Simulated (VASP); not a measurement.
# Si (P6_3/mmc) in VASP: single point with PBE

Aim: the single point of Si with PBE.

Program: VASP 6.6.1. These are calculated values, not measurements. Logs are shortened: lines on timing, memory, paths and dates and some standing lists are left out, and cuts for length are marked.

**1. The cell of the first run**

Symmetry: P6_3/mmc, No. 194, hexagonal system. The conventional cell has a = 3.795 Å, b = 3.795 Å, c = 12.710 Å, α = 90.00°, β = 90.00°, γ = 120.00°. Within 3.1 Å of Si (site symmetry 3m) lie 4 Si at 2.33 to 2.38 Å. Within 3.1 Å of Si (site symmetry 3m) lie 4 Si at 2.33 to 2.38 Å.

This isn't the form of Si at room conditions, which is diamond.

**2. Single point, PBE**

Contents of INCAR:

```
SYSTEM = Si
ALGO = Normal
EDIFF = 1E-6
ENCUT = 520
GGA = PE
ISIF = 2
ISMEAR = 0
LASPH = .True.
LCHARG = .True.
LELF = .True.
LREAL = .False.
LVHAR = .True.
LWAVE = .False.
NBANDS = 26
NELM = 60
PREC = Accurate
SIGMA = 0.05
```

Contents of KPOINTS:

```
k-points
0
Gamma
  12 12 4
  0 0 0
```

Contents of POSCAR:

```
Si
1.0
    3.7948000000      0.0000000000      0.0000000000
   -1.8974000000      3.2863932000      0.0000000000
    0.0000000000      0.0000000000     12.7099000000
Si
8
Direct
    0.0000000000      0.0000000000      0.4062000000
    0.0000000000      0.0000000000      0.9062000000
    0.0000000000      0.0000000000      0.0938000000
    0.0000000000      0.0000000000      0.5938000000
    0.3333333300      0.6666666700      0.3437000000
    0.6666666700      0.3333333300      0.8437000000
    0.3333333300      0.6666666700      0.1563000000
    0.6666666700      0.3333333300      0.6563000000
```

Potentials or basis: VASP PAW PBE potentials, release 64 (Si).

Run with:

```bash
> cat potpaw_PBE.64/Si/POTCAR > POTCAR
> mpirun -np 1 vasp_std > vasp.out
```

OUTCAR:

```text
SYSTEM = Si
   EDIFF = 1E-6
   ENCUT = 520
   GGA = PE
   ISIF = 2
   ISMEAR = 0
   LASPH = .True.
   LREAL = .False.
   NELM = 60
   PREC = Accurate

 ion  position               nearest neighbor table
   1  0.000  0.000  0.406-   5 2.33   5 2.33   5 2.33   4 2.38
   2  0.000  0.000  0.906-   6 2.33   6 2.33   6 2.33   3 2.38
   3  0.000  0.000  0.094-   7 2.33   7 2.33   7 2.33   2 2.38
   4  0.000  0.000  0.594-   8 2.33   8 2.33   8 2.33   1 2.38
   5  0.333  0.667  0.344-   1 2.33   1 2.33   1 2.33   7 2.38
   6  0.667  0.333  0.844-   2 2.33   2 2.33   2 2.33   8 2.38
   7  0.333  0.667  0.156-   3 2.33   3 2.33   3 2.33   5 2.38
   8  0.667  0.333  0.656-   4 2.33   4 2.33   4 2.33   6 2.38

  LATTYP: Found a hexagonal cell.
 ALAT       =     3.7948000000
 C/A-ratio  =     3.3492937704

  Lattice vectors:

 A1 = (   3.7948000000,   0.0000000000,   0.0000000000)
 A2 = (  -1.8974000000,   3.2863932000,   0.0000000000)
 A3 = (   0.0000000000,   0.0000000000,  12.7099000000)

Analysis of symmetry for initial positions (statically):
=====================================================================
 Subroutine PRICEL returns:
 Original cell was already a primitive cell.

 Routine SETGRP: Setting up the symmetry group for a
 hexagonal supercell.

 Subroutine GETGRP returns: Found 24 space group operations
 (whereof 12 operations were pure point group operations)
 out of a pool of 24 trial point group operations.

The static configuration has the point symmetry D_3d.
 The point group associated with its full space group is D_6h.

Analysis of symmetry for dynamics (positions and initial velocities):
=====================================================================
 Subroutine PRICEL returns:
 Original cell was already a primitive cell.

 Routine SETGRP: Setting up the symmetry group for a
 hexagonal supercell.

 Subroutine GETGRP returns: Found 24 space group operations
 (whereof 12 operations were pure point group operations)
 out of a pool of 24 trial point group operations.

The dynamic configuration has the point symmetry D_3d.
 The point group associated with its full space group is D_6h.

 Subroutine INISYM returns: Found 24 space group operations
 (whereof 12 operations are pure point group operations),
 and found     1 'primitive' translations

[... 111 lines left out ...]
   NFREE  =      0    steps in history (QN), initial steepest desc. (CG)
   ISIF   =      2    stress and relaxation
   ISYM   =      2    0-nonsym 1-usesym 2-fastsym
   POTIM  = 0.5000    time-step for ionic-motion
   TEBEG  =    0.0;   TEEND  =   0.0 temperature during run
   PSTRESS=    0.0 pullay stress
   NELECT =      32.0000    total number of electrons
   NUPDOWN=      -1.0000    fix difference up-down
   EMIN   =  10.00;   EMAX   =-10.00  energy-range for DOS
   EFERMI =   0.00;   METHOD = LEGACY
   ISMEAR =     0;   SIGMA  =   0.05  broadening in eV -4-tet -1-fermi 0-gaus
   EFERMI_NEDOS =   21; number of points for ismear=-14 and -15
   IALGO  =     38    algorithm
   IMIX   =      4    mixing-type and parameters
     AMIX     =   0.40;   BMIX     =  1.00
     AMIX_MAG =   1.60;   BMIX_MAG =  1.00
  volume/ion in A,a.u.               =      19.81       133.71
  Fermi-wavevector in a.u.,A,eV,Ry     =   0.960376  1.814848 12.548954  0.922322
  Thomas-Fermi vector in A             =   2.089655
   LORBIT       =      0    0 simple, 1 ext, 2 COOP (PROOUT), +10 PAW based schemes
   GGA     = PE    functional components
   LHFCALC =     F    Hartree Fock is set to
   AEXX    =    0.0000 exact exchange contribution
   IVDW    =     0    specifies the selected vdW correction
   LEPSILON=     F    determine dielectric tensor
   LRPA    =     F    only Hartree local field effects (RPA)
 non-spin polarized calculation
 Gauss-broadening in eV      SIGMA  =   0.05
  energy-cutoff  :      520.00
  volume of cell :      158.51
 maximum number of plane-waves:      4292
   NGX = 15   NGY = 15   NGZ = 47

 number of electron      32.0000001 magnetization

 Free energy of the ion-electron system (eV)
  ---------------------------------------------------
  ext. energy  EPLUGINS =         0.00000000
  ---------------------------------------------------
  free energy    TOTEN  =       -43.29758014 eV

  energy without entropy =      -43.29758014  energy(sigma->0) =      -43.29758014

 E-fermi :   6.2702     XC(G=0):  -9.4498

 val. band max:        6.0540937196   @ k =   0.0000   0.0000   0.0000
 cond. band min:       6.6512630077   @ k =   0.4167   0.0000   0.0000
 fundamental gap:      0.5971692881
 Fermi energy:         6.2701771620

 k-point     1 :       0.0000    0.0000    0.0000
  band No.  band energies     occupation
      1      -6.1093      2.00000
      2      -5.3517      2.00000
      3      -5.3227      2.00000
      4      -3.9021      2.00000
      5      -1.0531      2.00000
      6       1.8663      2.00000
[... 685 lines left out ...]
     25      10.9009      0.00000
     26      11.0148      0.00000

 [... further k-points ...]

------------------------ aborting loop because EDIFF is reached ----------------------------------------

  FORCE on cell =-STRESS in cart. coord.  units (eV):
  Direction    XX          YY          ZZ          XY          YZ          ZX
  --------------------------------------------------------------------------------------
  -------------------------------------------------------------------------------------
  Total        4.3190512      4.3190512     -0.0240056      0.0000000      0.0000000      0.0000000
  in kB       43.6564472     43.6564471     -0.2426457      0.0000000      0.0000000      0.0000000
  external PRESSURE =      29.0234162 kB  Pullay stress =       0.0000000 kB

 VOLUME and BASIS-vectors are now :
 -----------------------------------------------------------------------------
  energy-cutoff  :      520.00
  volume of cell :      158.51
      direct lattice vectors                 reciprocal lattice vectors
     3.794800000  0.000000000  0.000000000     0.263518499  0.152142476  0.000000000
    -1.897400000  3.286393200  0.000000000     0.000000000  0.304284953  0.000000000
     0.000000000  0.000000000 12.709900000     0.000000000  0.000000000  0.078678825

 POSITION                                       TOTAL-FORCE (eV/Angst)
 -----------------------------------------------------------------------------------
      0.00000      0.00000      5.16276         0.000000     -0.000000      0.338367
      0.00000      0.00000     11.51771         0.000000      0.000000      0.338367
      0.00000      0.00000      1.19219        -0.000000     -0.000000     -0.338367
      0.00000      0.00000      7.54714        -0.000000     -0.000000     -0.338367
     -0.00000      2.19093      4.36839        -0.000000      0.000000     -0.157317
      1.89740      1.09546     10.72334        -0.000000      0.000000     -0.157317
     -0.00000      2.19093      1.98656        -0.000000     -0.000000      0.157317
      1.89740      1.09546      8.34151         0.000000      0.000000      0.157317
 -----------------------------------------------------------------------------------
    total drift:                                0.000000      0.000000     -0.000000

  FREE ENERGIE OF THE ION-ELECTRON SYSTEM (eV)
  ---------------------------------------------------
  free  energy   TOTEN  =       -43.2975801380 eV

  energy  without entropy=      -43.2975801380  energy(sigma->0) =      -43.29758014
```

It took 4.6 min on 1 thread of Intel Xeon 8259CL, shared host; peak memory 0.34 GiB.

Results:

```
Free energy            : -43.2976 eV
Pressure               : 2.9 GPa
Largest force          : 0.338 eV/Å
Band gap on the k mesh : 0.60 eV (least direct gap 1.51 eV)
```

Forces in eV/Å, atoms in the order of the input:
```
Si   0.000  0.000  0.338
Si   0.000  0.000  0.338
Si   0.000  0.000 -0.338
Si   0.000  0.000 -0.338
Si   0.000  0.000 -0.157
Si   0.000  0.000 -0.157
Si   0.000  0.000  0.157
Si   0.000  0.000  0.157
```

Stress tensor (GPa, compression positive):
```
 4.37  0.00  0.00
 0.00  4.37  0.00
 0.00  0.00 -0.02
```

Levels at points of the mesh, in eV from the valence-band top:
```
           k point  band 13  band 14  band 15  band 16  band 17  band 18  band 19  band 20
(0.00, 0.00, 0.00)    -0.69    -0.20     0.00     0.00     1.51     1.93     2.20     2.33
(0.50, 0.00, 0.00)    -2.29    -2.29    -1.77    -1.37     0.61     0.68     1.06     1.45
(0.00, 0.00, 0.50)    -0.28    -0.28    -0.28    -0.28     1.65     1.65     2.64     2.64
(0.50, 0.00, 0.50)    -2.50    -2.50    -1.70    -1.70     0.79     0.79     1.91     1.91
```

A k mesh can miss the band edges. PBE gaps usually lie below the measured ones, often by a third to a half.
